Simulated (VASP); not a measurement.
**LiTlSe2: single point with LDA**

LiTlSe2:

```
Li Se Tl
1.0
     4.20282    0.00000    0.00000
     0.00000    4.20282    0.00000
     0.00000    0.00000    5.75523
Li Se Tl
1 2 1
Direct
  0.00000 0.00000 0.00000
  0.00000 0.50000 0.22139
  0.50000 0.00000 0.77861
  0.50000 0.50000 0.50000
```

```
Program                : VASP 6.6.1
Task                   : single point
Functional             : LDA
Potentials or basis    : VASP PAW LDA potentials, release 64 (Li_sv, Se, Tl_d)
Cutoff                 : 520 eV
k mesh                 : 6 × 6 × 4
Occupations            : fermi-dirac, width 0.02 eV
Spin                   : no spin polarisation
Dipole correction      : no
Further INCAR settings : ALGO = Normal; EDIFF = 1e-07; NBANDS = 22
```

```json
{
 "Largest force": "0.015 eV/Å",
 "Band gap on the k mesh": "0.35 eV"
}
```

Forces on the atoms (eV/Å):
```
Li   0.000  0.000  0.000
Se   0.000  0.000 -0.015
Se   0.000  0.000  0.015
Tl   0.000  0.000  0.000
```

Levels at points of the mesh, in eV from the valence-band top:
| k point | band 12 | band 13 | band 14 | band 15 | band 16 | band 17 |
| --- | --- | --- | --- | --- | --- | --- |
| (0.00, 0.00, 0.00) | -0.29 | 0.00 | 0.00 | 0.35 | 3.07 | 5.00 |
| (0.50, 0.00, 0.00) | -1.87 | -1.09 | -0.62 | 2.31 | 5.15 | 5.37 |
| (0.50, 0.50, 0.00) | -1.86 | -1.86 | -1.18 | 1.43 | 2.94 | 2.94 |
| (0.00, 0.00, 0.50) | -1.29 | -0.94 | -0.94 | 2.18 | 3.19 | 4.78 |
| (0.50, 0.00, 0.50) | -0.89 | -0.61 | -0.52 | 0.64 | 4.77 | 5.46 |
| (0.50, 0.50, 0.50) | -2.31 | -1.94 | -1.62 | 3.28 | 5.23 | 5.23 |

Run time: 29 s on 1 thread of Intel(R) Xeon(R) 6975P-C (Granite Rapids), with other jobs on the host, peak memory 0.22 GiB.

Caveat: spin-orbit coupling is left out, which moves the levels of the heavy elements. A k mesh can miss the band edges.
